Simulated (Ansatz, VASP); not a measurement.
Te in VASP and in Ansatz

File POSCAR:

```
Te
1.0
    4.6324895870      0.0000000000      0.0000000000
   -2.3162447935      4.0118536651      0.0000000000
    0.0000000000      0.0000000000      5.8869033494
Te
3
Direct
    0.2535874851      0.0000000000      0.3333333333
    1.0000000000      0.2535874851      0.6666666667
    0.7464125149      0.7464125149      0.0000000000
```

File INCAR.step1:

```
SYSTEM = Te
PREC = Accurate
ENCUT = 550
ISMEAR = 1
SIGMA = 0.6
LREAL = .False.
LASPH = .True.
NELM = 120
NBANDS = 16
GGA = PE
ALGO = Normal
EDIFF = 1E-5
LWAVE = .True.
LCHARG = .False.
GGA_COMPAT = .False.
```

File INCAR.step2:

```
SYSTEM = Te
PREC = Accurate
ENCUT = 550
EDIFF = 1E-6
ISMEAR = 1
SIGMA = 0.6
LREAL = .False.
LASPH = .True.
NELM = 120
ALGO = Normal
ISIF = 2
LWAVE = .False.
LCHARG = .True.
METAGGA = R2SCAN
LMIXTAU = .True.
LELF = .True.
LVHAR = .True.
NBANDS = 16
ISTART = 1
GGA_COMPAT = .False.
```

File KPOINTS:

```
regular mesh
0
Gamma
  8 8 6
  0 0 0
```

Input for Ansatz:

```yaml
crystal:
  lattice:
    - [4.632489587, 0.0, 0.0]
    - [-2.3162447935, 4.0118536651, 0.0]
    - [0.0, 0.0, 5.8869033494]
  atoms:
    - { symbol: Te, position: [0.2535874851, 0.0, 0.3333333333] }
    - { symbol: Te, position: [1.0, 0.2535874851, 0.6666666667] }
    - { symbol: Te, position: [0.7464125149, 0.7464125149, 0.0] }
hamiltonian:
  xc: r2scan
  pseudopotentials:
    kind: paw
    azcp:
      Te: "pseudopotentials/Te.paw.azcp"
basis:
  ecutwfc: 500
  fft_grid_basis: typed
kpoints:
  mp_grid: { grid: [8, 8, 6], shift: [0, 0, 0] }
magnetization:
  spin_polarized: false
scf:
  occupations: { method: methfessel_paxton, width: 0.6 }
  lower_state_search: "off"
output:
  stress: true
  write_density: true
  write_potential: true
  elf: true
  volumetric_format: npy
```

Alike in both runs: task single point; functional r2SCAN; k mesh 8 × 8 × 6; occupations methfessel-paxton of order 1, width 0.6 eV; no spin polarisation.

|  | VASP | Ansatz |
| --- | --- | --- |
| version | VASP 6.6.1 | Ansatz 0.2.0 |
| potentials or method | VASP PAW PBE potentials, release 64 (Te), cutoff 550 eV | plane waves (500 eV) with PAW, scalar-relativistic |
| valence electrons in the cell | 18 | 48 |

Ansatz gave:

```
pressure (GPa)                                                : -0.1
traceless stress, the component that is largest in VASP (GPa) : 0.11
```

Problem. Which values does VASP return?

Solution. Pressure (GPa): 0.0; traceless stress, the component that is largest in VASP (GPa): 0.14.

VASP's potentials were made for PBE, not for r2SCAN. VASP's potentials hold 18 valence electrons a cell and Ansatz's 48, so a difference there can come from the potentials and not from the codes.

Spin-orbit coupling is off throughout.
